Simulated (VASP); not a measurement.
Write the native input for VASP 6.6.1 that does the following.

```yaml
Task: single point
Functional: r2SCAN
Potentials_or_basis: VASP PAW PBE potentials, release 64 (Hf_pv, Si, O)
Cutoff: 520 eV
k_mesh: 4 × 4 × 4
Occupations: gaussian, width 0.02 eV
Spin: no spin polarisation
Dipole_correction: no
Further_INCAR_settings: ALGO = Normal; EDIFF = 1e-06; NBANDS = 47
```

The system is HfSi3O8.

```
Hf Si O
1.0
     5.32283    0.00000    0.00000
     0.00000    5.32283    0.00000
     0.00000    0.00000    7.93651
Hf Si O
1 3 8
Cartesian
  2.6614 2.6614 3.9683
  0.0000 0.0000 0.0000
  2.6614 0.0000 6.1757
  0.0000 2.6614 1.7608
  2.2499 4.0920 5.2022
  4.9523 1.3393 0.8657
  3.9835 4.9523 7.0708
  1.2309 2.2499 2.7343
  3.0729 1.2309 5.2022
  0.3705 3.9835 0.8657
  1.3393 0.3705 7.0708
  4.0920 3.0729 2.7343
```

One way to write it, as run:

POSCAR

```
HfSi3O8
1.0
    5.3228272445      0.0000000000      0.0000000000
    0.0000000000      5.3228272445      0.0000000000
    0.0000000000      0.0000000000      7.9365090900
Hf Si O
1 3 8
Direct
    0.5000000000      0.5000000000      0.5000000000
    0.0000000000      0.0000000000      0.0000000000
    0.5000000000      0.0000000000      0.7781413922
    0.0000000000      0.5000000000      0.2218586078
    0.4226919822      0.7687585125      0.6554806510
    0.9303955131      0.2516207265      0.1090817262
    0.7483792735      0.9303955131      0.8909182738
    0.2312414875      0.4226919822      0.3445193490
    0.5773080178      0.2312414875      0.6554806510
    0.0696044869      0.7483792735      0.1090817262
    0.2516207265      0.0696044869      0.8909182738
    0.7687585125      0.5773080178      0.3445193490
```

INCAR.step1

```
SYSTEM = HfSi3O8
PREC     = Accurate       ! precision mode
ENCUT    = 520            ! plane-wave cutoff, eV
ISMEAR   = 0              ! smearing method
SIGMA    = 0.02           ! smearing width, eV
LREAL    = .FALSE.        ! projectors in reciprocal space
LASPH    = .TRUE.         ! aspherical terms in the spheres
NELM     = 60             ! most SCF steps
NBANDS   = 47             ! bands
GGA      = PE             ! functional
ALGO     = Normal         ! electronic algorithm
EDIFF    = 1E-4           ! SCF threshold, eV
LWAVE    = .TRUE.         ! write WAVECAR
LCHARG   = .FALSE.        ! write CHGCAR
```

INCAR.step2

```
SYSTEM = HfSi3O8
PREC     = Accurate       ! precision mode
ENCUT    = 520            ! plane-wave cutoff, eV
EDIFF    = 1E-6           ! SCF threshold, eV
ISMEAR   = 0              ! smearing method
SIGMA    = 0.02           ! smearing width, eV
LREAL    = .FALSE.        ! projectors in reciprocal space
LASPH    = .TRUE.         ! aspherical terms in the spheres
NELM     = 60             ! most SCF steps
ALGO     = Normal         ! electronic algorithm
ISIF     = 2              ! what is computed and relaxed
LWAVE    = .FALSE.        ! write WAVECAR
LCHARG   = .FALSE.        ! write CHGCAR
METAGGA  = R2SCAN         ! meta-GGA
LMIXTAU  = .TRUE.       
NBANDS   = 47             ! bands
ISTART   = 1
```

KPOINTS

```
Automatic mesh
0
G
  4 4 4
  0 0 0
```

Potentials or basis: VASP PAW PBE potentials, release 64 (Hf_pv, Si, O).

Launch:

```console
$ cat potpaw_PBE.64/Hf_pv/POTCAR potpaw_PBE.64/Si/POTCAR potpaw_PBE.64/O/POTCAR > POTCAR
$ cp INCAR.step1 INCAR
$ mpirun -np 1 vasp_std > vasp.out
$ cp INCAR.step2 INCAR
$ mpirun -np 1 vasp_std > vasp.out
```

It gave:

```json
{
 "Pressure": "-3.5 GPa",
 "Largest force": "0.216 eV/Å",
 "Band gap on the k mesh": "5.47 eV"
}
```

Caveat: the cell stands under tension; the PAW data sets were made with another functional, which shifts forces and pressure a little; spin-orbit coupling is left out, which moves the levels of the heavy elements.

Run time: 5.2 min on 1 thread of Intel(R) Xeon(R) 6975P-C (Granite Rapids), with other jobs on the host, peak memory 0.42 GiB.
